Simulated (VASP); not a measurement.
Runs of VASP 6.6.1 on HfN. The structure is that of space group Pm-3m (No. 221), or close to it. The cells are those of the table. 

```tsv
cell	gap on the mesh (eV)	pressure (GPa)
a = 2.809 Å, 2 atoms	none	-7.3
a = 2.753 Å, 2 atoms	none	8.7
a = 2.790 Å, 2 atoms	none	(a)
a = 2.806 Å, 2 atoms	none	-6.7
a = 2.772 Å, 2 atoms	none	(b)
a = 2.846, b = 2.790, c = 2.790 Å, 2 atoms	none	-7.3
a = 2.827 Å, 2 atoms	none	-11.6
```

Alike in all rows: task single point; level PBEsol; potentials or basis VASP PAW PBE potentials, release 64 (Hf_pv, N); no spin polarisation; k mesh 12 × 12 × 12; cutoff (eV) 520; smearing gaussian 0.05 eV.

**Question.** Estimate the missing entries.

**Answer.** (a) -2.5; (b) 2.8.

Caveats: the PAW data sets were made with another functional, which shifts forces and pressure a little; spin-orbit coupling is left out, which moves the levels of the heavy elements.

A k mesh can miss the band edges, and the runs leave out spin-orbit coupling on Hf.

A gap of «none» marks levels without a gap at the run's occupations.
